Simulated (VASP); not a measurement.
# Zn (P6_3/mmc) in VASP: further runs

The runs below take Zn through single point, with PBE.

Everything below comes from runs of VASP 6.6.1. Logs are shortened: lines on timing, memory, paths and dates and some standing lists are left out, and cuts for length are marked.

### 1 The cell of the first run

Symmetry: P6_3/mmc, No. 194, hexagonal system. Conventional cell: a = 2.665 Å, b = 2.665 Å, c = 4.798 Å, α = 90.00°, β = 90.00°, γ = 120.00°. Within 3.5 Å of Zn (site symmetry -6m2) lie 12 Zn at 2.66 to 2.85 Å.

### 2 Single point, PBE (strain +0.000 along x and y, -0.030 along z)

INCAR reads:

```
  ALGO = Fast
  EDIFF = 1E-7
  ENCUT = 520
  GGA = PE
  ISIF = 2
  ISMEAR = 0
  LASPH = True
  LCHARG = True
  LELF = True
  LREAL = False
  LVHAR = True
  LWAVE = False
  NBANDS = 19
  NELM = 60
  PREC = Accurate
  SIGMA = 0.15
```

KPOINTS reads:

```
k-points
0
Gamma
  24 24 10
```

POSCAR reads:

```
Zn
1.0
    2.6647980532      0.0000000000      0.0000000000
   -1.3323990266      2.3077828100      0.0000000000
    0.0000000000      0.0000000000      4.7982990000
Zn
2
Direct
    0.3333333333      0.6666666667      0.2500000000
    0.6666666667      0.3333333333      0.7500000000
```

Potentials or basis: VASP PAW PBE potentials, release 64 (Zn).

Started as:

```
> cat potpaw_PBE.64/Zn/POTCAR > POTCAR
> mpirun -np 1 vasp_std > vasp.out
```

OUTCAR:

```text
EDIFF = 1E-7
   ENCUT = 520
   GGA = PE
   ISIF = 2
   ISMEAR = 0
   LASPH = True
   LREAL = False
   NELM = 60
   PREC = Accurate

 ion  position               nearest neighbor table
   1  0.333  0.667  0.250-   2 2.85   2 2.85   2 2.85   2 2.85   2 2.85   2 2.85
   2  0.667  0.333  0.750-   1 2.85   1 2.85   1 2.85   1 2.85   1 2.85   1 2.85

  LATTYP: Found a hexagonal cell.
 ALAT       =     2.6647980532
 C/A-ratio  =     1.8006238763

  Lattice vectors:

 A1 = (   2.6647980532,   0.0000000000,   0.0000000000)
 A2 = (  -1.3323990266,   2.3077828100,   0.0000000000)
 A3 = (   0.0000000000,   0.0000000000,   4.7982990000)

Analysis of symmetry for initial positions (statically):
=====================================================================
 Subroutine PRICEL returns:
 Original cell was already a primitive cell.

 Routine SETGRP: Setting up the symmetry group for a
 hexagonal supercell.

 Subroutine GETGRP returns: Found 24 space group operations
 (whereof 12 operations were pure point group operations)
 out of a pool of 24 trial point group operations.

The static configuration has the point symmetry D_3d.
 The point group associated with its full space group is D_6h.

Analysis of symmetry for dynamics (positions and initial velocities):
=====================================================================
 Subroutine PRICEL returns:
 Original cell was already a primitive cell.

 Routine SETGRP: Setting up the symmetry group for a
 hexagonal supercell.

 Subroutine GETGRP returns: Found 24 space group operations
 (whereof 12 operations were pure point group operations)
 out of a pool of 24 trial point group operations.

The dynamic configuration has the point symmetry D_3d.
 The point group associated with its full space group is D_6h.

 Subroutine INISYM returns: Found 24 space group operations
 (whereof 12 operations are pure point group operations),
 and found     1 'primitive' translations

----------------------------------------------------------------------------------------

                                     Primitive cell

  volume of cell :      29.5085

  direct lattice vectors                    reciprocal lattice vectors
     2.664798053  0.000000000  0.000000000     0.375262958  0.216658170  0.000000000
    -1.332399027  2.307782810  0.000000000     0.000000000  0.433316340  0.000000000
     0.000000000  0.000000000  4.798299000     0.000000000  0.000000000  0.208407188

  length of vectors
     2.664798053  2.664798053  4.798299000     0.433316340  0.433316340  0.208407188

  position of ions in fractional coordinates (direct lattice)
     0.333333333  0.666666667  0.250000000
     0.666666667  0.333333333  0.750000000

  ion indices of the primitive-cell ions
   primitive index   ion index
                 1           1
                 2           2

----------------------------------------------------------------------------------------

 KPOINTS: k-points

Automatic generation of k-mesh.
 Grid dimensions read from file:
 generate k-points for:   24   24   10

 Generating k-lattice:

  Cartesian coordinates                     Fractional coordinates (reciprocal lattice)
     0.015635957  0.009027424  0.000000000     0.041666667 -0.000000000  0.000000000
     0.000000000  0.018054847  0.000000000     0.000000000  0.041666667  0.000000000
     0.000000000  0.000000000  0.020840719     0.000000000  0.000000000  0.100000000

  Length of vectors
     0.018054847  0.018054847  0.020840719

  Shift w.r.t. Gamma in fractional coordinates (k-lattice)
     0.000000000  0.000000000  0.000000000

 Subroutine IBZKPT returns following result:
 ===========================================

 Found    366 irreducible k-points:

 Following reciprocal coordinates:
            Coordinates               Weight
  0.000000  0.000000  0.000000      1.000000
  0.041667  0.000000  0.000000      6.000000
  0.083333  0.000000  0.000000      6.000000
  0.125000  0.000000  0.000000      6.000000
  0.166667  0.000000  0.000000      6.000000
  0.208333 -0.000000  0.000000      6.000000
[... 16 lines left out ...]
  0.416667  0.041667  0.000000     12.000000
  0.458333  0.041667  0.000000     12.000000
 [... further k-points ...]
   k-points           NKPTS =    366   k-points in BZ     NKDIM =    366   number of bands    NBANDS=     19
   number of dos      NEDOS =    301   number of ions     NIONS =      2
   total plane-waves  NPLWV =  14400
   dimension x,y,z NGX =    20 NGY =   20 NGZ =   36
   dimension x,y,z NGXF=    40 NGYF=   40 NGZF=   72
   ions per type =               2
   NGX,Y,Z   is equivalent  to a cutoff of  12.48, 12.48, 12.47 a.u.
   NGXF,Y,Z  is equivalent  to a cutoff of  24.95, 24.95, 24.95 a.u.
 SYSTEM =  unknown system
   PREC   = accura    normal or accurate (medium, high low for compatibility)
   ISTART =      0    job   : 0-new  1-cont  2-samecut
   ICHARG =      2    charge: 1-file 2-atom 10-const
   ISPIN  =      1    spin polarized calculation?
   LNONCOLLINEAR =      F non collinear calculations
   LSORBIT =      F    spin-orbit coupling
   LASPH  =      T    aspherical Exc in radial PAW
   ENCUT  =  520.0 eV  38.22 Ry    6.18 a.u.   4.95  4.95  8.92*2*pi/ulx,y,z
   NELM   =     60;   NELMIN=  2; NELMDL= -5     # of ELM steps
   EDIFF  = 0.1E-06   stopping-criterion for ELM
   LREAL  =      F    real-space projection
   EDIFFG = 0.1E-05   stopping-criterion for IOM
   NSW    =      0    number of steps for IOM
   IBRION =     -1    ionic relax: 0-MD 1-quasi-New 2-CG
   NFREE  =      0    steps in history (QN), initial steepest desc. (CG)
   ISIF   =      2    stress and relaxation
   ISYM   =      2    0-nonsym 1-usesym 2-fastsym
   POTIM  = 0.5000    time-step for ionic-motion
   TEBEG  =    0.0;   TEEND  =   0.0 temperature during run
   PSTRESS=    0.0 pullay stress
   NELECT =      24.0000    total number of electrons
   NUPDOWN=      -1.0000    fix difference up-down
   EMIN   =  10.00;   EMAX   =-10.00  energy-range for DOS
   EFERMI =   0.00;   METHOD = LEGACY
   ISMEAR =     0;   SIGMA  =   0.15  broadening in eV -4-tet -1-fermi 0-gaus
   EFERMI_NEDOS =   21; number of points for ismear=-14 and -15
   IALGO  =     68    algorithm
   IMIX   =      4    mixing-type and parameters
     AMIX     =   0.40;   BMIX     =  1.00
     AMIX_MAG =   1.60;   BMIX_MAG =  1.00
  volume/ion in A,a.u.               =      14.75        99.57
  Fermi-wavevector in a.u.,A,eV,Ry     =   1.528140  2.887765 31.772475  2.335211
  Thomas-Fermi vector in A             =   2.635939
   LORBIT       =      0    0 simple, 1 ext, 2 COOP (PROOUT), +10 PAW based schemes
   GGA     = PE    functional components
   LHFCALC =     F    Hartree Fock is set to
   AEXX    =    0.0000 exact exchange contribution
   IVDW    =     0    specifies the selected vdW correction
   LEPSILON=     F    determine dielectric tensor
   LRPA    =     F    only Hartree local field effects (RPA)
 non-spin polarized calculation
 RMM-DIIS sequential band-by-band and
 Gauss-broadening in eV      SIGMA  =   0.15
  energy-cutoff  :      520.00
  volume of cell :       29.51
 maximum number of plane-waves:       822
 NGX is ok and might be reduce to    20
   NGX =  9   NGY =  9   NGZ = 17

 number of electron      24.0000027 magnetization

 Free energy of the ion-electron system (eV)
  ---------------------------------------------------
  ext. energy  EPLUGINS =         0.00000000
  ---------------------------------------------------
  free energy    TOTEN  =        -2.20525735 eV

  energy without entropy =       -2.19928526  energy(sigma->0) =       -2.20227130

 E-fermi :   3.4212     XC(G=0): -11.7179

 val. band max:        3.4208846824   @ k =   0.0833   0.0000   0.2000
 cond. band min:       3.4288625713   @ k =   0.2500   0.0000   0.1000
 fundamental gap:      0.0079778889
 Fermi energy:         3.4212034882

 k-point     1 :       0.0000    0.0000    0.0000
  band No.  band energies     occupation
      1      -7.3058      2.00000
      2      -5.3508      2.00000
      3      -4.6173      2.00000
      4      -4.4149      2.00000
      5      -4.4149      2.00000
      6      -4.3537      2.00000
[... 11 lines left out ...]
     18      22.2455      0.00000
     19      22.2708      0.00000

 k-point     2 :       0.0417    0.0000    0.0000
  band No.  band energies     occupation
      1      -7.2544      2.00000
      2      -5.3289      2.00000
      3      -4.6129      2.00000
      4      -4.4193      2.00000
      5      -4.4027      2.00000
      6      -4.3593      2.00000
[... 11 lines left out ...]
     18      22.1839      0.00000
     19      22.8358      0.00000

 k-point     3 :       0.0833    0.0000    0.0000
  band No.  band energies     occupation
      1      -7.1010      2.00000
      2      -5.2665      2.00000
      3      -4.6027      2.00000
      4      -4.4292      2.00000
      5      -4.3735      2.00000
      6      -4.3666      2.00000
[... 11 lines left out ...]
     18      22.0146      0.00000
     19      23.6117      0.00000

 k-point     4 :       0.1250    0.0000    0.0000
  band No.  band energies     occupation
      1      -6.8493      2.00000
      2      -5.1738      2.00000
      3      -4.5948      2.00000
      4      -4.4404      2.00000
      5      -4.3822      2.00000
      6      -4.3087      2.00000
[... 11 lines left out ...]
     18      21.1715      0.00000
     19      22.4388      0.00000

 k-point     5 :       0.1667    0.0000    0.0000
  band No.  band energies     occupation
      1      -6.5074      2.00000
      2      -5.0710      2.00000
      3      -4.5926      2.00000
      4      -4.4600      2.00000
      5      -4.3529      2.00000
      6      -4.2905      2.00000
[... 11 lines left out ...]
     18      19.5720      0.00000
     19      20.7807      0.00000

 k-point     6 :       0.2083   -0.0000    0.0000
  band No.  band energies     occupation
      1      -6.0950      2.00000
      2      -4.9917      2.00000
      3      -4.5742      2.00000
      4      -4.4791      2.00000
      5      -4.4256      2.00000
      6      -4.2721      2.00000
[... 11 lines left out ...]
     18      19.0274      0.00000
     19      20.2305      0.00000

 k-point     7 :       0.2500    0.0000    0.0000
  band No.  band energies     occupation
      1      -5.6621      2.00000
      2      -4.9669      2.00000
      3      -4.5570      2.00000
      4      -4.5162      2.00000
      5      -4.4646      2.00000
      6      -4.2038      2.00000
[... 11 lines left out ...]
     18      18.6083      0.00000
     19      20.6497      0.00000

 k-point     8 :       0.2917    0.0000    0.0000
  band No.  band energies     occupation
      1      -5.3199      2.00000
      2      -4.9871      2.00000
      3      -4.6739      2.00000
      4      -4.4615      2.00000
      5      -4.3537      2.00000
      6      -4.2571      2.00000
[... 256 lines left out ...]
 k-point    20 :       0.2917    0.0417    0.0000
  band No.  band energies     occupation
      1      -5.1911      2.00000
      2      -4.9907      2.00000
      3      -4.7252      2.00000
      4      -4.4307      2.00000
      5      -4.3061      2.00000
      6      -4.3022      2.00000
[... 11 lines left out ...]
     18      18.8376      0.00000
     19      19.7894      0.00000

 k-point    21 :       0.3333    0.0417    0.0000
  band No.  band energies     occupation
      1      -5.1135      2.00000
      2      -5.0222      2.00000
      3      -4.8110      2.00000
      4      -4.3719      2.00000
      5      -4.3385      2.00000
      6      -4.2598      2.00000
[... 11 lines left out ...]
     18      18.5585      0.00000
     19      19.3089      0.00000

 k-point    22 :       0.3750    0.0417    0.0000
  band No.  band energies     occupation
      1      -5.1195      2.00000
      2      -5.0394      2.00000
      3      -4.8756      2.00000
      4      -4.3686      2.00000
      5      -4.3217      2.00000
      6      -4.2866      2.00000
[... 11 lines left out ...]
     18      18.3506      0.00000
     19      18.9375      0.00000

 k-point    23 :       0.4167    0.0417    0.0000
  band No.  band energies     occupation
      1      -5.1415      2.00000
      2      -5.0515      2.00000
      3      -4.9185      2.00000
      4      -4.3901      2.00000
      5      -4.3049      2.00000
      6      -4.2858      2.00000
[... 11 lines left out ...]
     18      18.2128      0.00000
     19      18.6846      0.00000

 k-point    24 :       0.4583    0.0417    0.0000
  band No.  band energies     occupation
      1      -5.1553      2.00000
      2      -5.0591      2.00000
      3      -4.9399      2.00000
      4      -4.4014      2.00000
      5      -4.3143      2.00000
      6      -4.2673      2.00000
[... 11 lines left out ...]
     18      18.1443      0.00000
     19      18.5565      0.00000

 [... further k-points ...]

------------------------ aborting loop because EDIFF is reached ----------------------------------------

  FORCE on cell =-STRESS in cart. coord.  units (eV):
  Direction    XX          YY          ZZ          XY          YZ          ZX
  --------------------------------------------------------------------------------------
  -------------------------------------------------------------------------------------
  Total        0.2940814      0.2940814      0.4782078      0.0000000     -0.0000000      0.0000000
  in kB       15.9673022     15.9673022     25.9645439      0.0000000     -0.0000000      0.0000000
  external PRESSURE =      19.2997161 kB  Pullay stress =       0.0000000 kB

 VOLUME and BASIS-vectors are now :
 -----------------------------------------------------------------------------
  energy-cutoff  :      520.00
  volume of cell :       29.51
      direct lattice vectors                 reciprocal lattice vectors
     2.664798053  0.000000000  0.000000000     0.375262958  0.216658170  0.000000000
    -1.332399027  2.307782810  0.000000000     0.000000000  0.433316340  0.000000000
     0.000000000  0.000000000  4.798299000     0.000000000  0.000000000  0.208407188

 POSITION                                       TOTAL-FORCE (eV/Angst)
 -----------------------------------------------------------------------------------
     -0.00000      1.53852      1.19957        -0.000000     -0.000000      0.000000
      1.33240      0.76926      3.59872         0.000000      0.000000      0.000000
 -----------------------------------------------------------------------------------
    total drift:                               -0.000000      0.000000      0.000000

  FREE ENERGIE OF THE ION-ELECTRON SYSTEM (eV)
  ---------------------------------------------------
  free  energy   TOTEN  =        -2.2052573471 eV

  energy  without entropy=       -2.1992852588  energy(sigma->0) =       -2.20227130
```

Wall time 3.2 min (1 thread of Intel Xeon Platinum 8375C at 2.90GHz (Ice Lake), shared host); peak memory 0.27 GiB.

Results:

* Free energy: -2.2053 eV
* Pressure: 1.9 GPa
* Band gap on the k mesh: zero (bands 12 and 13 overlap by 4.19 eV)

Stress tensor (GPa, compression positive):
```
1.60 0.00 0.00
0.00 1.60 0.00
0.00 0.00 2.60
```

Caveat: the cell differs from its parent crystal (strain +0.000 along x and y, -0.030 along z).

[end of part 1 of 2]
